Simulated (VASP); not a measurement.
# Al2Au: single point with LDA

Al2Au:

```
Au Al
1.0
     0.00000    3.00000    3.00000
     3.00000    0.00000    3.00000
     3.00000    3.00000    0.00000
Au Al
1 2
Cartesian
  0.0000 0.0000 0.0000
  4.5000 4.5000 4.5000
  1.5000 1.5000 1.5000
```

- Program: VASP 6.6.1
- Task: single point
- Functional: LDA
- Potentials or basis: VASP PAW LDA potentials, release 64 (Au, Al)
- Cutoff: 520 eV
- k mesh: 8 × 8 × 8
- Occupations: fermi-dirac, width 0.05 eV
- Spin: no spin polarisation
- Dipole correction: no
- Further INCAR settings: ALGO = Fast; EDIFF = 1e-07; NBANDS = 16

```yaml
Pressure: -2.4 GPa
```

Levels at points of the mesh, in eV from the Fermi level:
| k point | band 6 | band 7 | band 8 | band 9 | band 10 | band 11 | band 12 | band 13 |
| --- | --- | --- | --- | --- | --- | --- | --- | --- |
| (0.00, 0.00, 0.00) | -5.66 | 2.12 | 2.95 | 2.95 | 2.95 | 3.92 | 3.92 | 3.92 |
| (0.50, 0.00, 0.00) | -5.54 | -5.48 | 0.36 | 0.36 | 3.23 | 3.53 | 3.83 | 3.83 |
| (0.50, 0.50, 0.00) | -5.36 | -5.04 | -2.09 | -2.09 | 1.22 | 2.09 | 7.69 | 9.71 |

Run time: 11 s on 1 thread of Intel(R) Xeon(R) 6975P-C (Granite Rapids), on a shared host, peak memory 0.16 GiB.

Caveat: spin-orbit coupling is left out, which moves the levels of the heavy elements.
